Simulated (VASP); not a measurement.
# Ba in VASP: further runs

The runs below take Ba through single point, with PBE.

Everything below comes from runs of VASP 6.6.1. Logs are shortened: lines on timing, memory, paths and dates and some standing lists are left out, and cuts for length are marked.

### Step 1. The cell of the first run

The cell holds a wire or tube with vacuum around it, 1 atom: a = 9.000 Å, b = 9.300 Å, c = 3.907 Å, α = 90.00°, β = 90.00°, γ = 90.00°.

### Step 2. Single point, PBE, collinear spin

Input file INCAR:

```
PREC = Accurate
ENCUT = 520
EDIFF = 1E-6
ISMEAR = 0
SIGMA = 0.05
LREAL = False
LASPH = True
NELM = 150
ALGO = Normal
ISIF = 2
LWAVE = False
LCHARG = False
ISPIN = 2
MAGMOM = 0.5
LORBIT = 11
GGA = PE
NBANDS = 15
```

Input file KPOINTS:

```
regular mesh
0
Gamma
  1 1 17
```

Input file POSCAR:

```
Ba
1.0
    9.0000000000      0.0000000000      0.0000000000
    0.0000000000      9.3000000000      0.0000000000
    0.0000000000      0.0000000000      3.9072468143
Ba
1
Direct
    0.5000000000      0.5000000000      0.0000000000
```

Potentials or basis: VASP PAW PBE potentials, release 64 (Ba_sv).

Started as:

```bash
> cat potpaw_PBE.64/Ba_sv/POTCAR > POTCAR
> mpirun -np 1 vasp_std > vasp.out
```

OUTCAR:

```text
PREC = Accurate
   ENCUT = 520
   EDIFF = 1E-6
   ISMEAR = 0
   LREAL = False
   LASPH = True
   NELM = 150
   ISIF = 2
   ISPIN = 2
   LORBIT = 11
   GGA = PE

 ion  position               nearest neighbor table
   1  0.500  0.500  0.000-

  LATTYP: Found a simple orthorhombic cell.
 ALAT       =     3.9072468143
 B/A-ratio  =     2.3034122050
 C/A-ratio  =     2.3801926118

  Lattice vectors:

 A1 = (   0.0000000000,   0.0000000000,   3.9072468143)
 A2 = (   9.0000000000,   0.0000000000,   0.0000000000)
 A3 = (   0.0000000000,   9.3000000000,   0.0000000000)

Analysis of symmetry for initial positions (statically):
=====================================================================
 Subroutine PRICEL returns:
 Original cell was already a primitive cell.

 Routine SETGRP: Setting up the symmetry group for a
 simple orthorhombic supercell.

 Subroutine GETGRP returns: Found  8 space group operations
 (whereof  8 operations were pure point group operations)
 out of a pool of  8 trial point group operations.

The static configuration has the point symmetry D_2h.

Analysis of symmetry for dynamics (positions and initial velocities):
=====================================================================
 Subroutine PRICEL returns:
 Original cell was already a primitive cell.

 Routine SETGRP: Setting up the symmetry group for a
 simple orthorhombic supercell.

 Subroutine GETGRP returns: Found  8 space group operations
 (whereof  8 operations were pure point group operations)
 out of a pool of  8 trial point group operations.

The dynamic configuration has the point symmetry D_2h.

Analysis of structural, dynamic, and magnetic symmetry:
=====================================================================
 Subroutine PRICEL returns:
 Original cell was already a primitive cell.

 Routine SETGRP: Setting up the symmetry group for a
 simple orthorhombic supercell.

 Subroutine GETGRP returns: Found  8 space group operations
 (whereof  8 operations were pure point group operations)
 out of a pool of  8 trial point group operations.

The overall configuration has the point symmetry D_2h.

 Subroutine INISYM returns: Found  8 space group operations
 (whereof  8 operations are pure point group operations),
 and found     1 'primitive' translations

----------------------------------------------------------------------------------------

                                     Primitive cell

  volume of cell :     327.0366

  direct lattice vectors                    reciprocal lattice vectors
     9.000000000  0.000000000  0.000000000     0.111111111  0.000000000  0.000000000
     0.000000000  9.300000000  0.000000000     0.000000000  0.107526882  0.000000000
     0.000000000  0.000000000  3.907246814     0.000000000  0.000000000  0.255934689

  length of vectors
     9.000000000  9.300000000  3.907246814     0.111111111  0.107526882  0.255934689

  position of ions in fractional coordinates (direct lattice)
     0.500000000  0.500000000  0.000000000

  ion indices of the primitive-cell ions
   primitive index   ion index
                 1           1

----------------------------------------------------------------------------------------

 KPOINTS: regular mesh

Automatic generation of k-mesh.
 Grid dimensions read from file:
 generate k-points for:    1    1   17

 Generating k-lattice:

  Cartesian coordinates                     Fractional coordinates (reciprocal lattice)
     0.111111111  0.000000000  0.000000000     1.000000000  0.000000000  0.000000000
     0.000000000  0.107526882  0.000000000     0.000000000  1.000000000  0.000000000
     0.000000000  0.000000000  0.015054982     0.000000000  0.000000000  0.058823529

  Length of vectors
     0.111111111  0.107526882  0.015054982

  Shift w.r.t. Gamma in fractional coordinates (k-lattice)
     0.000000000  0.000000000  0.000000000

 Subroutine IBZKPT returns following result:
 ===========================================

 Found      9 irreducible k-points:

 Following reciprocal coordinates:
            Coordinates               Weight
  0.000000  0.000000  0.000000      1.000000
  0.000000  0.000000  0.058824      2.000000
  0.000000  0.000000  0.117647      2.000000
  0.000000  0.000000  0.176471      2.000000
  0.000000  0.000000  0.235294      2.000000
  0.000000  0.000000  0.294118      2.000000
  0.000000  0.000000  0.352941      2.000000
  0.000000  0.000000  0.411765      2.000000
  0.000000  0.000000  0.470588      2.000000
   k-points           NKPTS =      9   k-points in BZ     NKDIM =      9   number of bands    NBANDS=     15
   number of dos      NEDOS =    301   number of ions     NIONS =      1
   total plane-waves  NPLWV = 147000
   dimension x,y,z NGX =    70 NGY =   70 NGZ =   30
   dimension x,y,z NGXF=   140 NGYF=  140 NGZF=   60
   ions per type =               1
   NGX,Y,Z   is equivalent  to a cutoff of  12.93, 12.51, 12.76 a.u.
   NGXF,Y,Z  is equivalent  to a cutoff of  25.86, 25.03, 25.53 a.u.
 SYSTEM =  unknown system
   PREC   = accura    normal or accurate (medium, high low for compatibility)
   ISTART =      0    job   : 0-new  1-cont  2-samecut
   ICHARG =      2    charge: 1-file 2-atom 10-const
   ISPIN  =      2    spin polarized calculation?
   LNONCOLLINEAR =      F non collinear calculations
   LSORBIT =      F    spin-orbit coupling
   LASPH  =      T    aspherical Exc in radial PAW
   ENCUT  =  520.0 eV  38.22 Ry    6.18 a.u.  16.73 17.29  7.26*2*pi/ulx,y,z
   NELM   =    150;   NELMIN=  2; NELMDL= -5     # of ELM steps
   EDIFF  = 0.1E-05   stopping-criterion for ELM
   LREAL  =      F    real-space projection
   EDIFFG = 0.1E-04   stopping-criterion for IOM
   NSW    =      0    number of steps for IOM
   IBRION =     -1    ionic relax: 0-MD 1-quasi-New 2-CG
   NFREE  =      0    steps in history (QN), initial steepest desc. (CG)
   ISIF   =      2    stress and relaxation
   ISYM   =      2    0-nonsym 1-usesym 2-fastsym
   POTIM  = 0.5000    time-step for ionic-motion
   TEBEG  =    0.0;   TEEND  =   0.0 temperature during run
   PSTRESS=    0.0 pullay stress
   NELECT =      10.0000    total number of electrons
   NUPDOWN=      -1.0000    fix difference up-down
   EMIN   =  10.00;   EMAX   =-10.00  energy-range for DOS
   EFERMI =   0.00;   METHOD = LEGACY
   ISMEAR =     0;   SIGMA  =   0.05  broadening in eV -4-tet -1-fermi 0-gaus
   EFERMI_NEDOS =   21; number of points for ismear=-14 and -15
   IALGO  =     38    algorithm
   IMIX   =      4    mixing-type and parameters
     AMIX     =   0.40;   BMIX     =  1.00
     AMIX_MAG =   1.60;   BMIX_MAG =  1.00
  volume/ion in A,a.u.               =     327.04      2206.95
  Fermi-wavevector in a.u.,A,eV,Ry     =   0.511929  0.967405  3.565691  0.262071
  Thomas-Fermi vector in A             =   1.525663
   LORBIT       =     11    0 simple, 1 ext, 2 COOP (PROOUT), +10 PAW based schemes
   GGA     = PE    functional components
   LHFCALC =     F    Hartree Fock is set to
   AEXX    =    0.0000 exact exchange contribution
   IVDW    =     0    specifies the selected vdW correction
   LEPSILON=     F    determine dielectric tensor
   LRPA    =     F    only Hartree local field effects (RPA)
 spin polarized calculation
 Gauss-broadening in eV      SIGMA  =   0.05
  energy-cutoff  :      520.00
  volume of cell :      327.04
 maximum number of plane-waves:      8841
 NGX is ok and might be reduce to    70
   NGX = 33   NGY = 35   NGZ = 15

 number of electron      10.0000000 magnetization       0.7553230

 Free energy of the ion-electron system (eV)
  ---------------------------------------------------
  ext. energy  EPLUGINS =         0.00000000
  ---------------------------------------------------
  free energy    TOTEN  =        -0.49832621 eV

  energy without entropy =       -0.49593094  energy(sigma->0) =       -0.49712857

 E-fermi :  -1.4016     XC(G=0):  -2.8762

 val. band max:       -1.4300948791   @ k =   0.0000   0.0000   0.2941
 cond. band min:      -1.3868822718   @ k =   0.0000   0.0000   0.0000
 fundamental gap:      0.0432126072
 Fermi energy:        -1.4016005932

 spin component 1

 k-point     1 :       0.0000    0.0000    0.0000
  band No.  band energies     occupation
      1     -31.4294      1.00000
      2     -16.6758      1.00000
      3     -16.6722      1.00000
      4     -16.1550      1.00000
      5      -3.2203      1.00000
      6      -1.3869      0.33860
      7      -0.9090      0.00000
      8      -0.7183      0.00000
      9      -0.4408      0.00000
     10      -0.3679      0.00000
     11       0.9505      0.00000
     12       1.5155      0.00000
     13       1.5212      0.00000
     14       1.7306      0.00000
     15       2.2727      0.00000
[... 127 lines left out ...]
 k-point     9 :       0.0000    0.0000    0.4706
  band No.  band energies     occupation
      1     -31.3647      1.00000
      2     -16.9017      1.00000
      3     -16.5836      1.00000
      4     -16.5801      1.00000
      5      -1.8014      1.00000
      6      -1.7901      1.00000
      7      -0.4274      0.00000
      8       0.0728      0.00000
      9       0.2034      0.00000
     10       0.2597      0.00000
     11       2.3031      0.00000
     12       2.3921      0.00000
     13       2.6231      0.00000
     14       2.7755      0.00000
     15       3.1538      0.00000
 Fermi energy:        -1.4016005932

 spin component 2

 k-point     1 :       0.0000    0.0000    0.0000
  band No.  band energies     occupation
      1     -31.3053      1.00000
      2     -16.5242      1.00000
      3     -16.5209      1.00000
      4     -15.8872      1.00000
      5      -2.6802      1.00000
      6      -1.2164      0.00000
      7      -0.7524      0.00000
      8      -0.5385      0.00000
      9      -0.1508      0.00000
     10      -0.0783      0.00000
     11       1.0445      0.00000
     12       1.8288      0.00000
     13       1.9873      0.00000
     14       1.9908      0.00000
     15       2.4369      0.00000
[... 127 lines left out ...]
 k-point     9 :       0.0000    0.0000    0.4706
  band No.  band energies     occupation
      1     -31.2439      1.00000
      2     -16.6022      1.00000
      3     -16.4412      1.00000
      4     -16.4379      1.00000
      5      -1.1559      0.00000
      6      -1.1494      0.00000
      7      -0.3750      0.00000
      8       0.2646      0.00000
      9       0.3331      0.00000
     10       0.5748      0.00000
     11       2.2941      0.00000
     12       2.3755      0.00000
     13       2.9257      0.00000
     14       2.9558      0.00000
     15       3.3320      0.00000

------------------------ aborting loop because EDIFF is reached ----------------------------------------

  FORCE on cell =-STRESS in cart. coord.  units (eV):
  Direction    XX          YY          ZZ          XY          YZ          ZX
  --------------------------------------------------------------------------------------
  -------------------------------------------------------------------------------------
  Total       -0.3203940     -0.2556757      0.5665488      0.0000000      0.0000000      0.0000000
  in kB       -1.5696347     -1.2525751      2.7755661      0.0000000      0.0000000      0.0000000
  external PRESSURE =      -0.0155479 kB  Pullay stress =       0.0000000 kB

 VOLUME and BASIS-vectors are now :
 -----------------------------------------------------------------------------
  energy-cutoff  :      520.00
  volume of cell :      327.04
      direct lattice vectors                 reciprocal lattice vectors
     9.000000000  0.000000000  0.000000000     0.111111111  0.000000000  0.000000000
     0.000000000  9.300000000  0.000000000     0.000000000  0.107526882  0.000000000
     0.000000000  0.000000000  3.907246814     0.000000000  0.000000000  0.255934689

 POSITION                                       TOTAL-FORCE (eV/Angst)
 -----------------------------------------------------------------------------------
      4.50000      4.65000      0.00000         0.000000      0.000000      0.000000
 -----------------------------------------------------------------------------------
    total drift:                                0.000000      0.000000      0.000000

  FREE ENERGIE OF THE ION-ELECTRON SYSTEM (eV)
  ---------------------------------------------------
  free  energy   TOTEN  =        -0.4983262104 eV

  energy  without entropy=       -0.4959309368  energy(sigma->0) =       -0.49712857

 total charge

# of ion       s       p       d       tot
------------------------------------------
    1        2.079   5.535   0.290   7.905

 magnetization (x)

# of ion       s       p       d       tot
------------------------------------------
    1        0.003   0.002   0.264   0.270
```

Run time: 4.5 min. Hardware: 1 thread of Oxide Virtual Turin-like, shared host; peak memory 0.46 GiB.

What came out:

| Property | Result |
| --- | --- |
| Free energy | -0.4983 eV |
| Net moment | 0.76 μB per cell |
| Site moments | Ba +0.27 μB |
| Valence electrons inside the program's atomic spheres | Ba 7.91 |

Levels at points of the mesh, in eV from the Fermi level:
Spin up:
```csv
k point,band 1,band 2,band 3,band 4,band 5,band 6,band 7,band 8,band 9,band 10
"(0.00, 0.00, 0.00)",-30.03,-15.27,-15.27,-14.75,-1.82,0.01,0.49,0.68,0.96,1.03
```
Spin down:
```tsv
k point	band 3	band 4	band 5	band 6	band 7	band 8
(0.00, 0.00, 0.00)	-15.12	-14.49	-1.28	0.19	0.65	0.86
```

Caveat: spin-orbit coupling is left out, which moves the levels of the heavy elements.

(Part 1 of 2 ends here.)
